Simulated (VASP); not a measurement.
Input of a VASP 6.6.1 run:

The input INCAR:

```
PREC     = Accurate       # precision mode
ENCUT    = 520            # plane-wave cutoff, eV
EDIFF    = 1E-6           # SCF threshold, eV
ISMEAR   = 0              # smearing method
SIGMA    = 0.1            # smearing width, eV
LREAL    = False          # projectors in reciprocal space
LASPH    = True           # aspherical terms in the spheres
NELM     = 100            # most SCF steps
ALGO     = Normal         # electronic algorithm
ISIF     = 2              # what is computed and relaxed
LWAVE    = False          # write WAVECAR
LCHARG   = False          # write CHGCAR
GGA      = PE             # functional
NBANDS   = 30             # bands
```

The input KPOINTS:

```
Automatic mesh
0
Gamma
  8 8 8
```

The input POSCAR:

```
As7O
1.0
    0.0000000000      4.1374119632      4.1374119632
    4.1374119632      0.0000000000      4.1374119632
    4.1374119632      4.1374119632      0.0000000000
As O
7 1
Direct
    0.5000000000      0.5000000000      0.5000000000
    0.0000000000      0.5000000000      0.0000000000
    0.5000000000      0.0000000000      0.0000000000
    0.0000000000      0.5000000000      0.5000000000
    0.5000000000      0.0000000000      0.5000000000
    0.0000000000      0.0000000000      0.5000000000
    0.5000000000      0.5000000000      0.0000000000
    0.0000000000      0.0000000000      0.0000000000
```

Potentials or basis: VASP PAW PBE potentials, release 64 (As, O).

Command:

```bash
$ cat potpaw_PBE.64/As/POTCAR potpaw_PBE.64/O/POTCAR > POTCAR
$ mpirun -np 1 vasp_std > vasp.out
```

Q: Estimate the pressure.

A: 0.0 GPa.

Caveat: an odd number of electrons without spin polarisation forces a metal; a magnetic or distorted state may lie lower.
